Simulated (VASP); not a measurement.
# AlN (R-3m) in VASP: a series of runs

The runs below take AlN through single point, with PBE.

Everything below comes from runs of VASP 6.6.1. Logs are shortened: lines on timing, memory, paths and dates and some standing lists are left out, and cuts for length are marked.

## (1) The cell of the first run

Symmetry: R-3m, No. 166, trigonal system. The conventional cell has a = 2.716 Å, b = 2.716 Å, c = 7.282 Å, α = 90.00°, β = 90.00°, γ = 120.00°. Within 2.6 Å of Al (site symmetry -3m) lie 6 N at 1.98 Å. N (site symmetry -3m) has 6 Al at 1.98 Å within 2.6 Å.

## (2) Single point, PBE

File INCAR:

```
PREC     = Accurate       # precision mode
ENCUT    = 520            # plane-wave cutoff, eV
EDIFF    = 1E-6           # SCF threshold, eV
ISMEAR   = 0              # smearing method
SIGMA    = 0.05           # smearing width, eV
LREAL    = False          # projectors in reciprocal space
LASPH    = True           # aspherical terms in the spheres
NELM     = 100            # most SCF steps
ALGO     = Normal         # electronic algorithm
ISIF     = 2              # what is computed and relaxed
LWAVE    = False          # write WAVECAR
LCHARG   = False          # write CHGCAR
GGA      = PE             # functional
NBANDS   = 11             # bands
```

File KPOINTS:

```
regular mesh
0
Gamma
  10 10 10
```

File POSCAR:

```
AlN
1.0
    0.1212360008      2.0415528035      2.0415528035
    2.0415528035      0.1212360008      2.0415528035
    2.0415528035      2.0415528035      0.1212360008
Al N
1 1
Direct
    0.5000000000      0.5000000000      0.5000000000
    0.0000000000      0.0000000000      0.0000000000
```

Potentials or basis: VASP PAW PBE potentials, release 64 (Al, N).

Launch:

```bash
$ cat potpaw_PBE.64/Al/POTCAR potpaw_PBE.64/N/POTCAR > POTCAR
$ mpirun -np 1 vasp_std > vasp.out
```

OUTCAR:

```text
PREC = Accurate
   ENCUT = 520
   EDIFF = 1E-6
   ISMEAR = 0
   LREAL = False
   LASPH = True
   NELM = 100
   ISIF = 2
   GGA = PE

 ion  position               nearest neighbor table
   1  0.500  0.500  0.500-   2 1.98   2 1.98   2 1.98   2 1.98   2 1.98   2 1.98
   2  0.000  0.000  0.000-   1 1.98   1 1.98   1 1.98   1 1.98   1 1.98   1 1.98

  LATTYP: Found a trigonal (rhomboedric) cell.
 ALAT       =     2.8897359511
 COS(alpha) =     0.5583996164

  Lattice vectors:

 A1 = (   0.1212360008,   2.0415528035,   2.0415528035)
 A2 = (   2.0415528035,   0.1212360008,   2.0415528035)
 A3 = (   2.0415528035,   2.0415528035,   0.1212360008)

Analysis of symmetry for initial positions (statically):
=====================================================================
 Subroutine PRICEL returns:
 Original cell was already a primitive cell.

 Routine SETGRP: Setting up the symmetry group for a
 trigonal (rhombohedral) supercell.

 Subroutine GETGRP returns: Found 12 space group operations
 (whereof 12 operations were pure point group operations)
 out of a pool of 12 trial point group operations.

The static configuration has the point symmetry D_3d.

Analysis of symmetry for dynamics (positions and initial velocities):
=====================================================================
 Subroutine PRICEL returns:
 Original cell was already a primitive cell.

 Routine SETGRP: Setting up the symmetry group for a
 trigonal (rhombohedral) supercell.

 Subroutine GETGRP returns: Found 12 space group operations
 (whereof 12 operations were pure point group operations)
 out of a pool of 12 trial point group operations.

The dynamic configuration has the point symmetry D_3d.

 Subroutine INISYM returns: Found 12 space group operations
 (whereof 12 operations are pure point group operations),
 and found     1 'primitive' translations

----------------------------------------------------------------------------------------

                                     Primitive cell

  volume of cell :      15.5040

  direct lattice vectors                    reciprocal lattice vectors
     0.121236001  2.041552804  2.041552804    -0.267881816  0.252865593  0.252865593
     2.041552804  0.121236001  2.041552804     0.252865593 -0.267881816  0.252865593
     2.041552804  2.041552804  0.121236001     0.252865593  0.252865593 -0.267881816

  length of vectors
     2.889735951  2.889735951  2.889735951     0.446813925  0.446813925  0.446813925

  position of ions in fractional coordinates (direct lattice)
     0.500000000  0.500000000  0.500000000
     0.000000000  0.000000000  0.000000000

  ion indices of the primitive-cell ions
   primitive index   ion index
                 1           1
                 2           2

----------------------------------------------------------------------------------------

 KPOINTS: regular mesh

Automatic generation of k-mesh.
 Grid dimensions read from file:
 generate k-points for:   10   10   10

 Generating k-lattice:

  Cartesian coordinates                     Fractional coordinates (reciprocal lattice)
    -0.026788182  0.025286559  0.025286559     0.100000000 -0.000000000 -0.000000000
     0.025286559 -0.026788182  0.025286559    -0.000000000  0.100000000 -0.000000000
     0.025286559  0.025286559 -0.026788182    -0.000000000 -0.000000000  0.100000000

  Length of vectors
     0.044681393  0.044681393  0.044681393

  Shift w.r.t. Gamma in fractional coordinates (k-lattice)
     0.000000000  0.000000000  0.000000000

 Subroutine IBZKPT returns following result:
 ===========================================

 Found    116 irreducible k-points:

 Following reciprocal coordinates:
            Coordinates               Weight
  0.000000  0.000000  0.000000      1.000000
  0.100000  0.000000 -0.000000      6.000000
  0.200000  0.000000 -0.000000      6.000000
  0.300000  0.000000  0.000000      6.000000
  0.400000  0.000000 -0.000000      6.000000
  0.500000  0.000000 -0.000000      3.000000
[... 16 lines left out ...]
  0.300000  0.300000 -0.000000      6.000000
  0.400000  0.300000 -0.000000     12.000000
 [... further k-points ...]
   k-points           NKPTS =    116   k-points in BZ     NKDIM =    116   number of bands    NBANDS=     11
   number of dos      NEDOS =    301   number of ions     NIONS =      2
   total plane-waves  NPLWV =  13824
   dimension x,y,z NGX =    24 NGY =   24 NGZ =   24
   dimension x,y,z NGXF=    48 NGYF=   48 NGZF=   48
   ions per type =               1   1
   NGX,Y,Z   is equivalent  to a cutoff of  13.81, 13.81, 13.81 a.u.
   NGXF,Y,Z  is equivalent  to a cutoff of  27.61, 27.61, 27.61 a.u.
 SYSTEM =  unknown system
   PREC   = accura    normal or accurate (medium, high low for compatibility)
   ISTART =      0    job   : 0-new  1-cont  2-samecut
   ICHARG =      2    charge: 1-file 2-atom 10-const
   ISPIN  =      1    spin polarized calculation?
   LNONCOLLINEAR =      F non collinear calculations
   LSORBIT =      F    spin-orbit coupling
   LASPH  =      T    aspherical Exc in radial PAW
   ENCUT  =  520.0 eV  38.22 Ry    6.18 a.u.   5.37  5.37  5.37*2*pi/ulx,y,z
   NELM   =    100;   NELMIN=  2; NELMDL= -5     # of ELM steps
   EDIFF  = 0.1E-05   stopping-criterion for ELM
   LREAL  =      F    real-space projection
   EDIFFG = 0.1E-04   stopping-criterion for IOM
   NSW    =      0    number of steps for IOM
   IBRION =     -1    ionic relax: 0-MD 1-quasi-New 2-CG
   NFREE  =      0    steps in history (QN), initial steepest desc. (CG)
   ISIF   =      2    stress and relaxation
   ISYM   =      2    0-nonsym 1-usesym 2-fastsym
   POTIM  = 0.5000    time-step for ionic-motion
   TEBEG  =    0.0;   TEEND  =   0.0 temperature during run
   PSTRESS=    0.0 pullay stress
   NELECT =       8.0000    total number of electrons
   NUPDOWN=      -1.0000    fix difference up-down
   EMIN   =  10.00;   EMAX   =-10.00  energy-range for DOS
   EFERMI =   0.00;   METHOD = LEGACY
   ISMEAR =     0;   SIGMA  =   0.05  broadening in eV -4-tet -1-fermi 0-gaus
   EFERMI_NEDOS =   21; number of points for ismear=-14 and -15
   IALGO  =     38    algorithm
   IMIX   =      4    mixing-type and parameters
     AMIX     =   0.40;   BMIX     =  1.00
     AMIX_MAG =   1.60;   BMIX_MAG =  1.00
  volume/ion in A,a.u.               =       7.75        52.31
  Fermi-wavevector in a.u.,A,eV,Ry     =   1.313077  2.481356 23.458778  1.724172
  Thomas-Fermi vector in A             =   2.443425
   LORBIT       =      0    0 simple, 1 ext, 2 COOP (PROOUT), +10 PAW based schemes
   GGA     = PE    functional components
   LHFCALC =     F    Hartree Fock is set to
   AEXX    =    0.0000 exact exchange contribution
   IVDW    =     0    specifies the selected vdW correction
   LEPSILON=     F    determine dielectric tensor
   LRPA    =     F    only Hartree local field effects (RPA)
 non-spin polarized calculation
 Gauss-broadening in eV      SIGMA  =   0.05
  energy-cutoff  :      520.00
  volume of cell :       15.50
 maximum number of plane-waves:       425
 NGX is ok and might be reduce to    24

 number of electron       8.0000001 magnetization

 Free energy of the ion-electron system (eV)
  ---------------------------------------------------
  ext. energy  EPLUGINS =         0.00000000
  ---------------------------------------------------
  free energy    TOTEN  =       -14.25600658 eV

  energy without entropy =      -14.25600658  energy(sigma->0) =      -14.25600658

 E-fermi :  11.5600     XC(G=0): -12.5928

 val. band max:       11.3388735485   @ k =   0.0000   0.0000   0.0000
 cond. band min:      15.0352152129   @ k =   0.5000   0.5000   0.0000
 fundamental gap:      3.6963416643
 Fermi energy:        11.5600164231

 k-point     1 :       0.0000    0.0000    0.0000
  band No.  band energies     occupation
      1      -7.3097      2.00000
      2       9.8722      2.00000
      3      11.3389      2.00000
      4      11.3389      2.00000
      5      16.7971      0.00000
      6      22.1203      0.00000
      7      24.1564      0.00000
      8      24.1564      0.00000
      9      28.0701      0.00000
     10      29.2453      0.00000
     11      29.2453      0.00000

 k-point     2 :       0.1000    0.0000   -0.0000
  band No.  band energies     occupation
      1      -7.0811      2.00000
      2       9.6327      2.00000
      3      10.4456      2.00000
      4      11.1751      2.00000
      5      17.2660      0.00000
      6      22.4933      0.00000
      7      23.0283      0.00000
      8      24.3677      0.00000
      9      27.2854      0.00000
     10      28.1445      0.00000
     11      29.7301      0.00000

 k-point     3 :       0.2000    0.0000   -0.0000
  band No.  band energies     occupation
      1      -6.4146      2.00000
      2       7.9283      2.00000
      3       9.6448      2.00000
      4      10.7803      2.00000
      5      17.6705      0.00000
      6      22.1362      0.00000
      7      23.3581      0.00000
      8      24.1943      0.00000
      9      26.2306      0.00000
     10      28.1854      0.00000
     11      29.2782      0.00000

 k-point     4 :       0.3000    0.0000    0.0000
  band No.  band energies     occupation
      1      -5.3847      2.00000
      2       5.4684      2.00000
      3       9.3044      2.00000
      4      10.3463      2.00000
      5      17.2881      0.00000
      6      22.7052      0.00000
      7      23.1024      0.00000
      8      23.3674      0.00000
      9      27.3825      0.00000
     10      28.5368      0.00000
     11      30.0860      0.00000
[... 239 lines left out ...]
 k-point    22 :      -0.2000    0.2000    0.0000
  band No.  band energies     occupation
      1      -5.0140      2.00000
      2       5.9430      2.00000
      3       7.8774      2.00000
      4       9.7018      2.00000
      5      19.0129      0.00000
      6      20.5146      0.00000
      7      22.3238      0.00000
      8      23.8213      0.00000
      9      25.9735      0.00000
     10      31.8886      0.00000
     11      32.1765      0.00000

 k-point    23 :       0.3000    0.3000   -0.0000
  band No.  band energies     occupation
      1      -4.8856      2.00000
      2       5.8202      2.00000
      3       8.1208      2.00000
      4       9.3385      2.00000
      5      16.9313      0.00000
      6      19.0422      0.00000
      7      22.7860      0.00000
      8      27.3123      0.00000
      9      27.5365      0.00000
     10      32.1241      0.00000
     11      35.0869      0.00000

 k-point    24 :       0.4000    0.3000   -0.0000
  band No.  band energies     occupation
      1      -4.0462      2.00000
      2       4.7951      2.00000
      3       7.8097      2.00000
      4       8.4190      2.00000
      5      16.3698      0.00000
      6      19.1300      0.00000
      7      23.2837      0.00000
      8      27.3324      0.00000
      9      28.1950      0.00000
     10      33.3564      0.00000
     11      36.6227      0.00000

 [... further k-points ...]
[... 5 lines left out ...]
  --------------------------------------------------------------------------------------
  -------------------------------------------------------------------------------------
  Total        2.4551346      2.4551346      2.4551346     -2.1908323     -2.1908323     -2.1908323
  in kB      253.7126534    253.7126534    253.7126534   -226.3997560   -226.3997560   -226.3997560
  external PRESSURE =     253.7126534 kB  Pullay stress =       0.0000000 kB

 VOLUME and BASIS-vectors are now :
 -----------------------------------------------------------------------------
  energy-cutoff  :      520.00
  volume of cell :       15.50
      direct lattice vectors                 reciprocal lattice vectors
     0.121236001  2.041552804  2.041552804    -0.267881816  0.252865593  0.252865593
     2.041552804  0.121236001  2.041552804     0.252865593 -0.267881816  0.252865593
     2.041552804  2.041552804  0.121236001     0.252865593  0.252865593 -0.267881816

 POSITION                                       TOTAL-FORCE (eV/Angst)
 -----------------------------------------------------------------------------------
      2.10217      2.10217      2.10217        -0.000000      0.000000     -0.000000
      0.00000      0.00000      0.00000         0.000000     -0.000000      0.000000
 -----------------------------------------------------------------------------------
    total drift:                                0.000000     -0.000000     -0.000000

  FREE ENERGIE OF THE ION-ELECTRON SYSTEM (eV)
  ---------------------------------------------------
  free  energy   TOTEN  =       -14.2560065751 eV

  energy  without entropy=      -14.2560065751  energy(sigma->0) =      -14.25600658
```

It took 12 s on 1 thread of Intel Xeon Platinum 8488C (Sapphire Rapids), shared host; peak memory 0.14 GiB.

Results:

* Free energy: -14.2560 eV
* Pressure: 25.4 GPa
* Band gap on the k mesh: 3.70 eV, indirect (least direct gap 5.46 eV)

Stress tensor (GPa, compression positive):
```
 25.37 -22.64 -22.64
-22.64  25.37 -22.64
-22.64 -22.64  25.37
```

Levels at points of the mesh, in eV from the valence-band top:
```csv
k point,band 1,band 2,band 3,band 4,band 5,band 6,band 7,band 8,band 9
"(0.00, 0.00, 0.00)",-18.65,-1.47,0.00,0.00,5.46,10.78,12.82,12.82,16.73
"(0.50, 0.00, 0.00)",-14.93,-9.00,-2.33,-1.42,5.32,10.38,11.14,13.66,15.88
"(0.50, 0.50, 0.00)",-14.01,-8.31,-4.08,-2.77,3.70,5.76,13.76,17.90,17.99
"(0.50, 0.50, 0.50)",-15.60,-9.90,-0.98,-0.98,7.39,12.53,12.53,12.65,17.41
```

A k mesh can miss the band edges.

## (3) Single point, PBE

This run uses another cell than the first one, of the same volume but with other edges.

File INCAR:

```
PREC = Accurate ; ENCUT = 520
EDIFF = 1E-6 ; ISMEAR = 0
SIGMA = 0.05 ; LREAL = F
LASPH = T ; NELM = 60
ALGO = Normal ; ISIF = 2
LWAVE = F ; LCHARG = F
GGA = PE ; NBANDS = 11
```

KPOINTS is that of step 2.

File POSCAR:

```
AlN
1.0
   -0.1176232710      1.9220866305      1.9220866305
    1.9220866305     -0.1176232710      1.9220866305
    1.9220866305      1.9220866305     -0.1176232710
Al N
1 1
Direct
    0.5000000000      0.5000000000      0.5000000000
    0.0000000000      0.0000000000      0.0000000000
```

Potentials or basis: VASP PAW PBE potentials, release 64 (Al, N).

Launch:

```bash
$ cat potpaw_PBE.64/Al/POTCAR potpaw_PBE.64/N/POTCAR > POTCAR
$ mpirun -np 1 vasp_std > vasp.out
```

Wall time 9 s (1 thread of Intel Xeon Platinum 8488C (Sapphire Rapids), shared host); peak memory 0.13 GiB.

Results (log left out):

```yaml
Free_energy: -14.2805 eV
Pressure: 25.2 GPa
Band_gap_on_the_k_mesh: 3.43 eV, indirect (least direct gap 5.50 eV)
```

Stress tensor (GPa, compression positive):
```
25.22 18.45 18.45
18.45 25.22 18.45
18.45 18.45 25.22
```

Levels at points of the mesh, in eV from the valence-band top:
```tsv
k point	band 1	band 2	band 3	band 4	band 5	band 6	band 7	band 8	band 9
(0.00, 0.00, 0.00)	-18.93	-1.16	-1.16	0.00	5.50	10.62	10.62	14.08	16.52
(0.50, 0.00, 0.00)	-15.55	-9.71	-2.10	-1.32	5.97	10.71	12.19	12.88	16.40
(0.50, 0.50, 0.00)	-14.29	-8.58	-4.38	-3.03	3.43	5.48	13.62	17.01	18.22
(0.50, 0.50, 0.50)	-14.84	-8.85	-2.61	-2.61	4.52	9.30	9.30	14.34	15.10
```

A k mesh can miss the band edges. A hybrid or GW would open this gap; PBE tends to underestimate it.

## (4) Single point, PBE

This run uses another cell than the first one, of 8.09 Å³/atom, 1.043 times its volume.

File INCAR:

```
SYSTEM = AlN
  ALGO = Normal
  EDIFF = 1E-6
  ENCUT = 520
  GGA = PE
  ISIF = 2
  ISMEAR = 0
  LASPH = .True.
  LCHARG = .True.
  LELF = .True.
  LREAL = .False.
  LVHAR = .True.
  LWAVE = .False.
  NBANDS = 11
  NELM = 80
  PREC = Accurate
  SIGMA = 0.05
```

File KPOINTS:

```
k-points
0
Gamma
  10 10 10
  0 0 0
```

File POSCAR:

```
AlN
1.0
   -0.1582615573      1.9314597104      1.9314597104
    1.9314597104     -0.1582615573      1.9314597104
    1.9314597104      1.9314597104     -0.1582615573
Al N
1 1
Direct
    0.5000000000      0.5000000000      0.5000000000
    0.0000000000      0.0000000000      0.0000000000
```

Launch:

```bash
$ cat potpaw_PBE.64/Al/POTCAR potpaw_PBE.64/N/POTCAR > POTCAR
$ mpirun -np 1 vasp_std > vasp.out
```

Run time: 11 s. Hardware: 1 thread of Intel Xeon Platinum 8488C (Sapphire Rapids), shared host; peak memory 0.13 GiB.

Results (log left out):

* Free energy: -14.2367 eV
* Pressure: 12.0 GPa
* Band gap on the k mesh: 2.75 eV, indirect (least direct gap 4.53 eV)

Stress tensor (GPa, compression positive):
```
12.02 22.20 22.20
22.20 12.02 22.20
22.20 22.20 12.02
```

Levels at points of the mesh, in eV from the valence-band top:
```
           k point  band 2  band 3  band 4  band 5  band 6  band 7
(0.00, 0.00, 0.00)   -1.42   -1.42    0.00    4.53   10.03   10.03
(0.50, 0.00, 0.00)   -9.68   -2.20   -1.23    5.50   10.20   11.86
(0.50, 0.50, 0.00)   -8.45   -4.62   -2.86    2.75    5.49   12.66
(0.50, 0.50, 0.50)   -8.53   -2.85   -2.85    3.73    8.36    8.36
```

A k mesh can miss the band edges.

## (5) Single point, PBE

This run uses another cell than the first one, of 8.09 Å³/atom, 1.043 times its volume.

File INCAR:

```
ALGO = Normal
EDIFF = 1E-6
ENCUT = 520
GGA = PE
ISIF = 2
ISMEAR = 0
LASPH = T
LCHARG = T
LELF = T
LREAL = F
LVHAR = T
LWAVE = F
NBANDS = 11
NELM = 100
PREC = Accurate
SIGMA = 0.05
```

File KPOINTS:

```
k-points
0
Gamma
  10 10 10
```

File POSCAR:

```
AlN
1.0
    0.1648034679      2.0930811733      2.0930811733
    2.0930811733      0.1648034679      2.0930811733
    2.0930811733      2.0930811733      0.1648034679
Al N
1 1
Direct
    0.5000000000      0.5000000000      0.5000000000
    0.0000000000      0.0000000000      0.0000000000
```

Launch:

```bash
$ cat potpaw_PBE.64/Al/POTCAR potpaw_PBE.64/N/POTCAR > POTCAR
$ mpirun -np 1 vasp_std > vasp.out
```

It took 9.3 s on 1 thread of Intel Xeon Platinum 8488C (Sapphire Rapids), shared host; peak memory 0.14 GiB.

Results (log left out):

```yaml
Free_energy: -14.1801 eV
Pressure: 12.4 GPa
Band_gap_on_the_k_mesh: 3.02 eV, indirect (least direct gap 4.26 eV)
```

Stress tensor (GPa, compression positive):
```
 12.38 -29.17 -29.17
-29.17  12.38 -29.17
-29.17 -29.17  12.38
```

Levels at points of the mesh, in eV from the valence-band top:
```tsv
k point	band 2	band 3	band 4	band 5	band 6	band 7
(0.00, 0.00, 0.00)	-1.94	0.00	0.00	4.26	10.41	12.77
(0.50, 0.00, 0.00)	-8.81	-2.58	-1.40	4.54	9.84	10.65
(0.50, 0.50, 0.00)	-8.18	-4.29	-2.62	3.02	5.76	12.68
(0.50, 0.50, 0.50)	-10.01	-0.85	-0.85	7.34	11.52	12.45
```

A k mesh can miss the band edges. As with any semilocal functional, this PBE gap is likely too small.

## (6) Summary

| cell | gap on the mesh (eV) | pressure (GPa) |
| --- | --- | --- |
| a = 2.890 Å, angles 56.1°, 2 atoms | 3.70 | 25.4 |
| a = 2.721 Å, angles 64.0°, 2 atoms | 3.43 | 25.2 |
| a = 2.736 Å, angles 65.4°, 2 atoms | 2.75 | 12.0 |
| a = 2.965 Å, angles 54.8°, 2 atoms | 3.02 | 12.4 |

Alike in all rows: task single point; level PBE; potentials or basis VASP PAW PBE potentials, release 64 (Al, N); no spin polarisation; k mesh 10 × 10 × 10; cutoff (eV) 520; smearing gaussian 0.05 eV.

Absolute energies hang on the potentials; compare differences alone.
